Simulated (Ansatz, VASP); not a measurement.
## Ba in VASP and in Ansatz

The input INCAR:

```
  PREC = Accurate
  ENCUT = 520
  EDIFF = 1E-6
  ISMEAR = -1
  SIGMA = 0.05
  LREAL = False
  LASPH = True
  NELM = 60
  ALGO = Normal
  ISIF = 2
  LWAVE = False
  LCHARG = False
  NBANDS = 11
```

The input KPOINTS:

```
regular mesh
0
Gamma
  14 14 14
```

The input POSCAR:

```
Ba
1.0
   -2.3806961313      2.3806961313      2.3806961313
    2.3806961313     -2.3806961313      2.3806961313
    2.3806961313      2.3806961313     -2.3806961313
Ba
1
Direct
    0.0000000000      0.0000000000      0.0000000000
```

Input for Ansatz:

```yaml
crystal:
  lattice:
    - [-2.3806961313, 2.3806961313, 2.3806961313]
    - [2.3806961313, -2.3806961313, 2.3806961313]
    - [2.3806961313, 2.3806961313, -2.3806961313]
  atoms:
    - { symbol: Ba, position: [0.0, 0.0, 0.0] }
kpoints:
  mp_grid: { grid: [14, 14, 14] }
scf:
  occupations: { method: fermi_dirac, width: 0.05 }
hamiltonian:
  xc: lda
  pseudopotentials: { kind: all_electron, lapw: { basis_error: 0.0005 } }
output:
  forces: true
  stress: true
  eigenvalues: true
```

Alike in both runs: task single point; functional LDA; k mesh 14 × 14 × 14; occupations fermi-dirac, width 0.05 eV; no spin polarisation.

|  | VASP | Ansatz |
| --- | --- | --- |
| version | VASP 6.6.1 | Ansatz 0.2.0 |
| potentials or method | VASP PAW LDA potentials, release 64 (Ba_sv), cutoff 520 eV | all-electron LAPW, scalar-relativistic |

|  | VASP | Ansatz | Ansatz less VASP |
| --- | --- | --- | --- |
| pressure (GPa) | 0.1 | 0.0 | -0.09 |

LDA's correlation is that of Perdew and Zunger in VASP and of Perdew and Wang (1992) in Ansatz. Ansatz ran all-electron here, and VASP with PAW potentials.

Neither program's run includes spin-orbit coupling.
